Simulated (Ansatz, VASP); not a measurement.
## Ca2Cu5 in VASP and in Ansatz

```
Ca Cu
1.0
     0.00000    4.02163    4.02163
     4.02163    0.00000    4.02163
     4.02163    4.02163    0.00000
Ca Cu
2 5
Direct
  0.25000 0.25000 0.25000
  0.75000 0.75000 0.75000
  0.40325 0.40325 0.40325
  0.40325 0.40325 0.79024
  0.40325 0.79024 0.40325
  0.79024 0.40325 0.40325
  0.00000 0.00000 0.00000
```

Alike in both runs: task relaxation of cell and atoms; functional PBE; k mesh 4 × 4 × 4; occupations gaussian, width 0.1 eV; no spin polarisation.

|  | VASP | Ansatz |
| --- | --- | --- |
| version | VASP 6.6.1 | Ansatz 0.2.0 |
| potentials or method | VASP PAW PBE potentials, release 64 (Ca_sv, Cu), cutoff 600 eV | scalar-relativistic, plane waves, PAW |
| valence electrons in the cell | 75 | 115 |

Ansatz gave:

- gap on the k mesh at the Fermi level, each at its own relaxed structure (eV): none
- relaxed volume (Å³/atom): 25.73
- relaxed length of the cell vector where the two differ most in proportion (Å): 6.339

Task: Which values does VASP return?

Result: gap on the k mesh at the Fermi level, each at its own relaxed structure (eV): none; relaxed volume (Å³/atom): 25.74; relaxed length of the cell vector where the two differ most in proportion (Å): 6.340.

A gap of «none» marks a metal or a gap that the smearing closes. VASP's potentials hold 75 valence electrons a cell and Ansatz's 115, so a difference there can come from the potentials and not from the codes.

Noted on VASP's run: the volume moved by over 15 % at a fixed basis, so the end points are rough.
